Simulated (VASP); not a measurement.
A run of VASP 6.6.1 is set up as follows.

File POSCAR:

```
Zn3W
1.0
    3.8466036893      0.0000000000      0.0000000000
    0.0000000000      3.8466036893      0.0000000000
    0.0000000000      0.0000000000      3.8466036893
Zn W
3 1
Direct
    0.0000000000      0.5000000000      0.5000000000
    0.5000000000      0.0000000000      0.5000000000
    0.5000000000      0.5000000000      0.0000000000
    0.0000000000      0.0000000000      0.0000000000
```

INCAR.step1

```
SYSTEM = Zn3W
PREC = Accurate ; ENCUT = 520
ISMEAR = 0 ; SIGMA = 0.1
LREAL = .False. ; LASPH = .True.
NELM = 80 ; NBANDS = 33
GGA = PE ; ALGO = Normal
EDIFF = 1E-4 ; LWAVE = .True.
LCHARG = .False.
```

Contents of INCAR.step2:

```
SYSTEM = Zn3W
PREC = Accurate ; ENCUT = 520
EDIFF = 1E-6 ; ISMEAR = 0
SIGMA = 0.1 ; LREAL = .False.
LASPH = .True. ; NELM = 80
ALGO = Normal ; ISIF = 2
LWAVE = .False. ; LCHARG = .True.
METAGGA = R2SCAN ; LMIXTAU = .True.
LELF = .True. ; LVHAR = .True.
NBANDS = 33 ; ISTART = 1
```

Contents of KPOINTS:

```
regular mesh
0
Gamma
  6 6 6
  0 0 0
```

Potentials or basis: VASP PAW PBE potentials, release 64 (Zn, W_sv).

Run with:

```bash
$ cat potpaw_PBE.64/Zn/POTCAR potpaw_PBE.64/W_sv/POTCAR > POTCAR
$ cp INCAR.step1 INCAR
$ mpirun -np 1 vasp_std > vasp.out
$ cp INCAR.step2 INCAR
$ mpirun -np 1 vasp_std > vasp.out
```

Q: Predict the pressure.

A: -2.5 GPa.

Q: Predict the band gap on the k mesh.

A: Zero (band 25 reaches 6.09 eV, above the bottom of band 26 at 3.37 eV).

Caveat: the PAW data sets were made with another functional, which shifts forces and pressure a little; spin-orbit coupling is left out, which moves the levels of the heavy elements.
